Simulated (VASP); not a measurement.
Set up this calculation in VASP 6.6.1, as the native input.

* Task: single point
* Functional: PBE
* Potentials or basis: VASP PAW PBE potentials, release 64 (Si, C)
* Cutoff: 520 eV
* k mesh: 1 × 1 × 19
* Occupations: gaussian, width 0.05 eV
* Spin: collinear spin
* Starting moments: [0.5, 0.5, 0.5, 0.5] μB
* Dipole correction: no
* Further INCAR settings: ALGO = Normal; EDIFF = 1e-06; NBANDS = 20

The structure of SiC lies in POSCAR:

```
SiC
1.0
   10.8000000000      0.0000000000      0.0000000000
    0.0000000000      9.3000000000      0.0000000000
    0.0000000000      0.0000000000      3.4704277732
Si C
2 2
Direct
    0.4226589281      0.5000000000      0.0000000000
    0.5773410719      0.5000000000      0.5000000000
    0.3995721458      0.5000000000      0.5000000000
    0.6004278542      0.5000000000      0.0000000000
```

One way to write it, as run:

INCAR

```
PREC = Accurate
ENCUT = 520
EDIFF = 1E-6
ISMEAR = 0
SIGMA = 0.05
LREAL = F
LASPH = T
NELM = 150
ALGO = Normal
ISIF = 2
LWAVE = F
LCHARG = T
ISPIN = 2
MAGMOM = 0.5 0.5 0.5 0.5
LORBIT = 11
GGA = PE
LELF = T
LVHAR = T
NBANDS = 20
```

KPOINTS

```
Automatic mesh
0
Gamma
  1 1 19
```

Potentials or basis: VASP PAW PBE potentials, release 64 (Si, C).

Command:

```sh
$ cat potpaw_PBE.64/Si/POTCAR potpaw_PBE.64/C/POTCAR > POTCAR
$ mpirun -np 1 vasp_std > vasp.out
```

Results of the run:

The largest force is 0.018 eV/Å. The band gap on the k mesh is 2.18 eV (least direct gap 2.31 eV), the net moment is 0.00 μB per cell and the valence electrons inside the program's atomic spheres are Si 1.67; C 2.48.

Run time: 6.1 min on 1 thread of Intel Xeon 8259CL, on a shared host, peak memory 0.57 GiB.
